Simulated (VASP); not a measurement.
Runs of VASP 6.6.1 on TiN. The structure is that of space group Fm-3m (No. 225), or close to it. The cells are those of the table. 

```csv
task,cell,cutoff (eV),gap on the mesh (eV),pressure (GPa)
relaxation of cell and atoms,"relaxed to 4 GPa from a = 2.973 Å, angles 60.0°, 2 atoms",600,none,4.0
relaxation of cell and atoms,"relaxed to 1 GPa from a = 2.973 Å, angles 60.0°, 2 atoms",600,none,1.0
single point,"a = 2.951 Å, angles 60.0°, 2 atoms",520,none,7.5
single point,"a = 2.967 Å, angles 60.0°, 2 atoms",520,none,(a)
relaxation of cell and atoms,"relaxed to 2 GPa from a = 2.973 Å, angles 60.0°, 2 atoms",600,none,2.0
single point,"a = 2.928 Å, angles 60.0°, 2 atoms",520,none,15.5
single point,"a = 2.960 Å, angles 60.0°, 2 atoms",520,none,(b)
single point,"a = 2.942 Å, angles 60.0°, 2 atoms",520,none,10.5
```

Alike in all rows: level PBEsol; potentials or basis VASP PAW PBE potentials, release 64 (Ti_sv, N); no spin polarisation; k mesh 20 × 20 × 20; smearing fermi-dirac 0.1 eV.

Q: Fill in the values left out.

A: (a) 2.4; (b) 4.4.

Caveats: the PAW data sets were made with another functional, which shifts forces and pressure a little; the cell stands under pressure (at least some runs); the cell is relaxed towards a set pressure, so the run minimises the enthalpy, not the energy (at least some runs).

A gap of «none» marks levels without a gap at the run's occupations.
